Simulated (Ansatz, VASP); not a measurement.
# H11NO4 in VASP and in Ansatz

```
CELL_PARAMETERS angstrom
5.23054 0.00000 0.00000
0.00000 5.23054 0.00000
0.00000 0.00000 5.23054
ATOMIC_POSITIONS crystal
O 0.10041 0.84008 0.78962
O 0.30523 0.46652 0.13609
O 0.95222 0.17552 0.39038
O 0.59550 0.54874 0.56612
H 0.17346 0.70985 0.90033
H 0.95231 0.89941 0.88540
H 0.40377 0.50959 0.29006
H 0.16942 0.35908 0.20906
H 0.85622 0.08422 0.25539
H 0.02398 0.04621 0.50361
H 0.73720 0.43137 0.53447
H 0.50767 0.48017 0.71294
H 0.54158 0.85781 0.15763
H 0.51370 0.14262 0.04610
H 0.57789 0.90715 0.85762
N 0.62032 0.98193 0.03248
```

Alike in both runs: functional r2SCAN; dispersion D3(BJ); k mesh 1 × 1 × 1; occupations fermi-dirac, width 0.02 eV; no spin polarisation.

Ansatz relaxed the structure, and its values are those at the end. VASP's run is a single point on that final structure, the one shown.

|  | VASP | Ansatz |
| --- | --- | --- |
| version | VASP 6.6.1 | Ansatz 0.2.0 |
| potentials or method | VASP PAW PBE potentials, release 64 (O, H, N), cutoff 520 eV | scalar-relativistic, plane waves, PAW |
| valence electrons in the cell | 40 | 40 |

|  | VASP | Ansatz | Ansatz less VASP |
| --- | --- | --- | --- |
| rms of the force components (eV/Å) | 0.114 | 0.072 | -0.0428 |

VASP's potentials were made for PBE, not for r2SCAN. Ansatz's warnings: dispersion damping borrowed.
